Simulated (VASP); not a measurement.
Input of a VASP 6.6.1 run:

Contents of INCAR:

```
  PREC = Accurate
  ENCUT = 520
  EDIFF = 1E-6
  ISMEAR = -1
  SIGMA = 0.13605693000000002
  LREAL = False
  LASPH = True
  NELM = 100
  ALGO = Normal
  ISIF = 2
  LWAVE = False
  LCHARG = True
  GGA = PS
  LELF = True
  LVHAR = True
  NBANDS = 10
```

File KPOINTS:

```
regular mesh
0
Gamma
  8 8 8
```

The input POSCAR:

```
Rb
1.0
   -2.7902188478      2.7902188478      2.7902188478
    2.7902188478     -2.7902188478      2.7902188478
    2.7902188478      2.7902188478     -2.7902188478
Rb
1
Direct
    0.0000000000      0.0000000000      0.0000000000
```

Potentials or basis: VASP PAW PBE potentials, release 64 (Rb_sv).

Command:

```console
$ cat potpaw_PBE.64/Rb_sv/POTCAR > POTCAR
$ mpirun -np 1 vasp_std > vasp.out
```

(1) Predict the pressure.

Answers

(1) 0.0 GPa.

Caveat: the PAW data sets were made with another functional, which shifts forces and pressure a little.
